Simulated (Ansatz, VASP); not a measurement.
## One calculation of H6C2O, two programs

```xyz
36
Lattice="7.2936 0.0000 0.0000 0.0000 7.2936 0.0000 0.0000 0.0000 7.2936" Properties=species:S:1:pos:R:3 pbc="T T T"
C     5.5936    2.4199    6.2823
C     4.1975    2.9254    6.0002
C     7.4168    0.6378    3.8406
C     6.1296    0.3750    3.0824
C     5.2740    6.2963    6.0461
C     6.6238    5.7587    6.4632
C     1.8794    3.6166    2.3124
C     0.8261    3.4673    1.2376
O     3.2961    1.8245    6.1525
O     5.9593   -1.0426    2.9956
O     7.3909    6.8274    7.0305
O    -0.4529    3.4441    1.8696
H     2.3989    2.1389    5.9606
H     3.9396    3.7427    6.6970
H     4.1477    3.3353    4.9773
H     6.3356    3.2168    6.1784
H     5.6579    1.9848    7.2863
H     5.8558    1.6325    5.5784
H     5.1275   -1.2172    2.5279
H     5.2706    0.8398    3.6037
H     6.1821    0.8207    2.0787
H     7.5873    1.7145    3.9347
H     7.3877    0.2195    4.8511
H     8.2646    0.1801    3.3199
H     8.2543    6.4714    7.3010
H     6.4729    4.9675    7.2112
H     7.1509    5.3128    5.5991
H     4.6641    5.5108    5.5933
H     4.7479    6.7390    6.8960
H     5.4006    7.0691    5.2935
H    -1.1245    3.3524    1.1752
H     0.8965    4.3160    0.5385
H     0.9885    2.5468    0.6523
H     2.8790    3.6561    1.8667
H     1.7032    4.5371    2.8819
H     1.8358    2.7638    2.9969
```

Alike in both runs: functional PBE; dispersion D3(BJ); k mesh 1 × 1 × 1; occupations fermi-dirac, width 0.05 eV; no spin polarisation.

Ansatz relaxed the structure, and its values are those at the end. VASP's run is a single point on that final structure, the one shown.

```csv
,VASP,Ansatz
version,VASP 6.6.1,Ansatz 0.2.0
potentials or method,"VASP PAW PBE potentials, release 64 (C, O, H), cutoff 520 eV","scalar-relativistic, plane waves, PAW"
valence electrons in the cell,80,80
```

```tsv
	VASP	Ansatz	Ansatz less VASP
rms of the force components (eV/Å)	0.083	0.068	-0.0149
```
